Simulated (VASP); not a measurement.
# SrO (Immm) in VASP: a series of runs

The runs below take SrO through single point, with PBE.

Everything below comes from runs of VASP 6.6.1. Logs are shortened: lines on timing, memory, paths and dates and some standing lists are left out, and cuts for length are marked.

## 1. The cell of the first run

It takes space group Immm (No. 71, orthorhombic). The conventional cell has a = 3.612 Å, b = 3.657 Å, c = 5.140 Å, α = 90.00°, β = 90.00°, γ = 90.00°. Sr (site symmetry mmm) has 6 O at 2.57 Å within 3.4 Å. Within 3.4 Å of O (site symmetry mmm) lie 6 Sr at 2.57 Å.

## 2. Single point, PBE (strain +0.0125 x Voigt [0, 0, 0, 0, 0, 1])

The input, INCAR:

```
SYSTEM = SrO
  PREC = Accurate
  ENCUT = 520
  EDIFF = 1E-7
  ISMEAR = 0
  SIGMA = 0.05
  LREAL = .FALSE.
  LASPH = .TRUE.
  NELM = 100
  ALGO = Normal
  ISIF = 2
  LWAVE = .FALSE.
  LCHARG = .FALSE.
  GGA = PE
  NBANDS = 15
```

The input, KPOINTS:

```
regular mesh
0
G
  8 8 8
  0 0 0
```

The input, POSCAR:

```
SrO
1.0
    0.0160612500      2.5698000000      2.5698000000
    2.5698000000      0.0160612500      2.5698000000
    2.5858612500      2.5858612500      0.0000000000
Sr O
1 1
Direct
    0.0000000000      0.0000000000      0.0000000000
    0.5000000000      0.5000000000      0.5000000000
```

Potentials or basis: VASP PAW PBE potentials, release 64 (Sr_sv, O).

Run with:

```bash
$ cat potpaw_PBE.64/Sr_sv/POTCAR potpaw_PBE.64/O/POTCAR > POTCAR
$ mpirun -np 1 vasp_std > vasp.out
```

OUTCAR:

```text
SYSTEM = SrO
   PREC = Accurate
   ENCUT = 520
   EDIFF = 1E-7
   ISMEAR = 0
   LREAL = .FALSE.
   LASPH = .TRUE.
   NELM = 100
   ISIF = 2
   GGA = PE

 ion  position               nearest neighbor table
   1  0.000  0.000  0.000-   2 2.57   2 2.57   2 2.57   2 2.57   2 2.57   2 2.57
   2  0.500  0.500  0.500-   1 2.57   1 2.57   1 2.57   1 2.57   1 2.57   1 2.57

  LATTYP: Found a body centered orthorhombic cell.
 ALAT       =     3.6115319750
 B/A-ratio  =     1.0125786164
 C/A-ratio  =     1.4231079873

  Lattice vectors:

 A1 = (   2.5698000000,   0.0160612500,  -2.5698000000)
 A2 = (  -2.5698000000,  -0.0160612500,  -2.5698000000)
 A3 = (   0.0160612500,   2.5698000000,   2.5698000000)

Analysis of symmetry for initial positions (statically):
=====================================================================
 Subroutine PRICEL returns:
 Original cell was already a primitive cell.

 Routine SETGRP: Setting up the symmetry group for a
 body centered orthorhombic supercell.

 Subroutine GETGRP returns: Found  8 space group operations
 (whereof  8 operations were pure point group operations)
 out of a pool of  8 trial point group operations.

The static configuration has the point symmetry D_2h.

Analysis of symmetry for dynamics (positions and initial velocities):
=====================================================================
 Subroutine PRICEL returns:
 Original cell was already a primitive cell.

 Routine SETGRP: Setting up the symmetry group for a
 body centered orthorhombic supercell.

 Subroutine GETGRP returns: Found  8 space group operations
 (whereof  8 operations were pure point group operations)
 out of a pool of  8 trial point group operations.

The dynamic configuration has the point symmetry D_2h.

 Subroutine INISYM returns: Found  8 space group operations
 (whereof  8 operations are pure point group operations),
 and found     1 'primitive' translations

----------------------------------------------------------------------------------------

                                     Primitive cell

  volume of cell :      33.9399

  direct lattice vectors                    reciprocal lattice vectors
     0.016061250  2.569800000  2.569800000    -0.195791367  0.195791367  0.194567671
     2.569800000  0.016061250  2.569800000     0.195791367 -0.195791367  0.194567671
     2.585861250  2.585861250  0.000000000     0.193359176  0.193359176 -0.194567671

  length of vectors
     3.634281503  3.634281503  3.656960050     0.338415568  0.338415568  0.335607092

  position of ions in fractional coordinates (direct lattice)
     0.000000000  0.000000000  0.000000000
     0.500000000  0.500000000  0.500000000

  ion indices of the primitive-cell ions
   primitive index   ion index
                 1           1
                 2           2

----------------------------------------------------------------------------------------

 KPOINTS: regular mesh

Automatic generation of k-mesh.
 Grid dimensions read from file:
 generate k-points for:    8    8    8

 Generating k-lattice:

  Cartesian coordinates                     Fractional coordinates (reciprocal lattice)
    -0.024473921  0.024473921  0.024320959     0.125000000 -0.000000000  0.000000000
     0.024473921 -0.024473921  0.024320959    -0.000000000  0.125000000  0.000000000
     0.024169897  0.024169897 -0.024320959    -0.000000000 -0.000000000  0.125000000

  Length of vectors
     0.042301946  0.042301946  0.041950886

  Shift w.r.t. Gamma in fractional coordinates (k-lattice)
     0.000000000  0.000000000  0.000000000

 Subroutine IBZKPT returns following result:
 ===========================================

 Found     95 irreducible k-points:

 Following reciprocal coordinates:
            Coordinates               Weight
  0.000000  0.000000  0.000000      1.000000
  0.125000  0.000000  0.000000      4.000000
  0.250000  0.000000  0.000000      4.000000
  0.375000  0.000000  0.000000      4.000000
  0.500000  0.000000  0.000000      2.000000
  0.125000  0.125000  0.000000      2.000000
[... 16 lines left out ...]
  0.125000  0.000000  0.125000      4.000000
  0.250000  0.000000  0.125000      8.000000
 [... further k-points ...]
   k-points           NKPTS =     95   k-points in BZ     NKDIM =     95   number of bands    NBANDS=     15
   number of dos      NEDOS =    301   number of ions     NIONS =      2
   total plane-waves  NPLWV =  21952
   dimension x,y,z NGX =    28 NGY =   28 NGZ =   28
   dimension x,y,z NGXF=    56 NGYF=   56 NGZF=   56
   ions per type =               1   1
   NGX,Y,Z   is equivalent  to a cutoff of  12.81, 12.81, 12.73 a.u.
   NGXF,Y,Z  is equivalent  to a cutoff of  25.62, 25.62, 25.46 a.u.
 SYSTEM =  SrO
   PREC   = accura    normal or accurate (medium, high low for compatibility)
   ISTART =      0    job   : 0-new  1-cont  2-samecut
   ICHARG =      2    charge: 1-file 2-atom 10-const
   ISPIN  =      1    spin polarized calculation?
   LNONCOLLINEAR =      F non collinear calculations
   LSORBIT =      F    spin-orbit coupling
   LASPH  =      T    aspherical Exc in radial PAW
   ENCUT  =  520.0 eV  38.22 Ry    6.18 a.u.   6.76  6.76  6.80*2*pi/ulx,y,z
   NELM   =    100;   NELMIN=  2; NELMDL= -5     # of ELM steps
   EDIFF  = 0.1E-06   stopping-criterion for ELM
   LREAL  =      F    real-space projection
   EDIFFG = 0.1E-05   stopping-criterion for IOM
   NSW    =      0    number of steps for IOM
   IBRION =     -1    ionic relax: 0-MD 1-quasi-New 2-CG
   NFREE  =      0    steps in history (QN), initial steepest desc. (CG)
   ISIF   =      2    stress and relaxation
   ISYM   =      2    0-nonsym 1-usesym 2-fastsym
   POTIM  = 0.5000    time-step for ionic-motion
   TEBEG  =    0.0;   TEEND  =   0.0 temperature during run
   PSTRESS=    0.0 pullay stress
   NELECT =      16.0000    total number of electrons
   NUPDOWN=      -1.0000    fix difference up-down
   EMIN   =  10.00;   EMAX   =-10.00  energy-range for DOS
   EFERMI =   0.00;   METHOD = LEGACY
   ISMEAR =     0;   SIGMA  =   0.05  broadening in eV -4-tet -1-fermi 0-gaus
   EFERMI_NEDOS =   21; number of points for ismear=-14 and -15
   IALGO  =     38    algorithm
   IMIX   =      4    mixing-type and parameters
     AMIX     =   0.40;   BMIX     =  1.00
     AMIX_MAG =   1.60;   BMIX_MAG =  1.00
  volume/ion in A,a.u.               =      16.97       114.52
  Fermi-wavevector in a.u.,A,eV,Ry     =   1.274122  2.407742 22.087534  1.623388
  Thomas-Fermi vector in A             =   2.406908
   LORBIT       =      0    0 simple, 1 ext, 2 COOP (PROOUT), +10 PAW based schemes
   GGA     = PE    functional components
   LHFCALC =     F    Hartree Fock is set to
   AEXX    =    0.0000 exact exchange contribution
   IVDW    =     0    specifies the selected vdW correction
   LEPSILON=     F    determine dielectric tensor
   LRPA    =     F    only Hartree local field effects (RPA)
 non-spin polarized calculation
 Gauss-broadening in eV      SIGMA  =   0.05
  energy-cutoff  :      520.00
  volume of cell :       33.94
 maximum number of plane-waves:       934
   NGX = 13   NGY = 13   NGZ = 13

 number of electron      15.9999997 magnetization

 Free energy of the ion-electron system (eV)
  ---------------------------------------------------
  ext. energy  EPLUGINS =         0.00000000
  ---------------------------------------------------
  free energy    TOTEN  =       -12.03939721 eV

  energy without entropy =      -12.03939721  energy(sigma->0) =      -12.03939721

 E-fermi :   1.9103     XC(G=0): -10.0332

 val. band max:        1.6845057835   @ k =   0.0000   0.0000   0.0000
 cond. band min:       4.9339374697   @ k =   0.5000   0.5000   0.0000
 fundamental gap:      3.2494316862
 Fermi energy:         1.9103457243

 k-point     1 :       0.0000    0.0000    0.0000
  band No.  band energies     occupation
      1     -30.7145      2.00000
      2     -13.4218      2.00000
      3     -12.3540      2.00000
      4     -12.3509      2.00000
      5     -12.3473      2.00000
      6       1.6577      2.00000
      7       1.6705      2.00000
      8       1.6845      2.00000
      9       5.6628      0.00000
     10       7.8068      0.00000
     11       7.8832      0.00000
     12       7.9620      0.00000
     13      10.0556      0.00000
     14      10.0558      0.00000
     15      14.3903      0.00000

 k-point     2 :       0.1250    0.0000    0.0000
  band No.  band energies     occupation
      1     -30.6941      2.00000
      2     -13.7874      2.00000
      3     -12.3660      2.00000
      4     -12.3632      2.00000
      5     -12.0337      2.00000
      6       1.2259      2.00000
      7       1.4553      2.00000
      8       1.4772      2.00000
      9       6.3653      0.00000
     10       7.7675      0.00000
     11       8.1167      0.00000
     12       8.2235      0.00000
     13      10.4636      0.00000
     14      10.4641      0.00000
     15      15.4113      0.00000

 k-point     3 :       0.2500    0.0000    0.0000
  band No.  band energies     occupation
      1     -30.6442      2.00000
      2     -14.3596      2.00000
      3     -12.3954      2.00000
      4     -12.3946      2.00000
      5     -11.5852      2.00000
      6       0.3973      2.00000
      7       1.0188      2.00000
      8       1.0498      2.00000
      9       7.6865      0.00000
     10       7.9092      0.00000
     11       8.9591      0.00000
     12       9.0737      0.00000
     13      11.4813      0.00000
     14      11.4823      0.00000
     15      17.4344      0.00000

 k-point     4 :       0.3750    0.0000    0.0000
  band No.  band energies     occupation
      1     -30.5936      2.00000
      2     -14.7878      2.00000
      3     -12.4271      2.00000
      4     -12.4226      2.00000
      5     -11.2812      2.00000
      6      -0.2591      2.00000
      7       0.6372      2.00000
      8       0.6760      2.00000
      9       8.0048      0.00000
     10       9.4421      0.00000
     11       9.9905      0.00000
     12      10.1130      0.00000
     13      12.7420      0.00000
     14      12.7521      0.00000
     15      17.2443      0.00000
[... 307 lines left out ...]
 k-point    22 :       0.0000    0.0000    0.1250
  band No.  band energies     occupation
      1     -30.6949      2.00000
      2     -13.7918      2.00000
      3     -12.3630      2.00000
      4     -12.3598      2.00000
      5     -12.0302      2.00000
      6       1.2108      2.00000
      7       1.4689      2.00000
      8       1.4917      2.00000
      9       6.3550      0.00000
     10       7.7016      0.00000
     11       8.1584      0.00000
     12       8.2642      0.00000
     13      10.4630      0.00000
     14      10.4638      0.00000
     15      15.3617      0.00000

 k-point    23 :       0.1250    0.0000    0.1250
  band No.  band energies     occupation
      1     -30.6879      2.00000
      2     -13.8240      2.00000
      3     -12.4057      2.00000
      4     -12.4056      2.00000
      5     -11.9587      2.00000
      6       0.9097      2.00000
      7       1.6006      2.00000
      8       1.6012      2.00000
      9       6.4262      0.00000
     10       7.2005      0.00000
     11       8.5397      0.00000
     12       8.5426      0.00000
     13      10.2686      0.00000
     14      10.8730      0.00000
     15      15.6848      0.00000

 k-point    24 :       0.2500    0.0000    0.1250
  band No.  band energies     occupation
      1     -30.6479      2.00000
      2     -14.1988      2.00000
      3     -12.4584      2.00000
      4     -12.4338      2.00000
      5     -11.7080      2.00000
      6       0.4089      2.00000
      7       1.2767      2.00000
      8       1.3808      2.00000
      9       6.9192      0.00000
     10       7.4588      0.00000
     11       9.2204      0.00000
     12       9.3935      0.00000
     13      10.8688      0.00000
     14      11.7174      0.00000
     15      17.4342      0.00000

 [... further k-points ...]
[... 5 lines left out ...]
  --------------------------------------------------------------------------------------
  -------------------------------------------------------------------------------------
  Total        0.7436895      0.7436895      0.7414150     -0.1432598      0.0000000      0.0000000
  in kB       35.1067995     35.1067995     34.9994280     -6.7627575      0.0000000      0.0000000
  external PRESSURE =      35.0710090 kB  Pullay stress =       0.0000000 kB

 VOLUME and BASIS-vectors are now :
 -----------------------------------------------------------------------------
  energy-cutoff  :      520.00
  volume of cell :       33.94
      direct lattice vectors                 reciprocal lattice vectors
     0.016061250  2.569800000  2.569800000    -0.195791367  0.195791367  0.194567671
     2.569800000  0.016061250  2.569800000     0.195791367 -0.195791367  0.194567671
     2.585861250  2.585861250  0.000000000     0.193359176  0.193359176 -0.194567671

 POSITION                                       TOTAL-FORCE (eV/Angst)
 -----------------------------------------------------------------------------------
      0.00000      0.00000      0.00000        -0.000000     -0.000000      0.000000
      2.58586      2.58586      2.56980         0.000000      0.000000      0.000000
 -----------------------------------------------------------------------------------
    total drift:                                0.000000      0.000000      0.000000

  FREE ENERGIE OF THE ION-ELECTRON SYSTEM (eV)
  ---------------------------------------------------
  free  energy   TOTEN  =       -12.0393972081 eV

  energy  without entropy=      -12.0393972081  energy(sigma->0) =      -12.03939721
```

Wall time 76 s (1 thread of Intel Xeon 8259CL, shared host); peak memory 0.19 GiB.

What came out:

* Free energy: -12.0394 eV
* Pressure: 3.5 GPa
* Band gap on the k mesh: 3.25 eV, indirect (least direct gap 3.33 eV)

Caveat: the cell differs from its parent crystal (strain +0.0125 x Voigt [0, 0, 0, 0, 0, 1]). A k mesh can miss the band edges.

(Continued in part 2 of 2.)
